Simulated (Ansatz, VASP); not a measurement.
**One calculation of F, two programs**

Contents of INCAR:

```
ALGO = Normal ; EDIFF = 1E-7
EDIFFG = -0.01 ; ENCUT = 520
GGA = PE ; IBRION = 2
ISIF = 2 ; ISMEAR = 0
ISYM = 0 ; LASPH = True
LCHARG = False ; LREAL = False
LWAVE = False ; NELM = 100
NSW = 100 ; PREC = Accurate
SIGMA = 0.005
```

File KPOINTS:

```
k-points
0
Gamma
  1 1 1
```

File POSCAR:

```
F
1.0
   14.0000000000      0.0000000000      0.0000000000
    0.0000000000     14.5000000000      0.0000000000
    0.0000000000      0.0000000000     15.0000000000
F
2
Direct
    0.4581061836      0.4994906331      0.4755911223
    0.5418938164      0.5005093669      0.5244088777
```

Input for Ansatz:

```yaml
crystal:
  lattice:
    - [14.0, 0.0, 0.0]
    - [0.0, 14.5, 0.0]
    - [0.0, 0.0, 15.0]
  atoms:
    - { symbol: F, position: [0.4581061836, 0.4994906331, 0.4755911223] }
    - { symbol: F, position: [0.5418938164, 0.5005093669, 0.5244088777] }
  symmetry: { detect: false }
basis:
  ecutwfc: 420
kpoints:
  mp_grid: { grid: [1, 1, 1] }
hamiltonian:
  xc: pbe
scf:
  occupations: { method: gaussian, width: 0.005 }
output:
  forces: true
  eigenvalues: true
relax:
  adjacent_minimum: "off"
  f_tol: 0.01
  max_steps: 120
```

Alike in both runs: task relaxation of the atoms; functional PBE; k mesh 1 × 1 × 1; occupations gaussian, width 0.005 eV; no spin polarisation.

```csv
,VASP,Ansatz
version,VASP 6.6.1,Ansatz 0.2.0
potentials or method,"VASP PAW PBE potentials, release 64 (F), cutoff 520 eV","scalar-relativistic, plane waves, PAW"
valence electrons in the cell,14,14
```

```csv
,VASP,Ansatz,Ansatz less VASP
"gap on the k mesh at the Fermi level, each at its own relaxed structure (eV)",3.41,3.60,+0.192
```
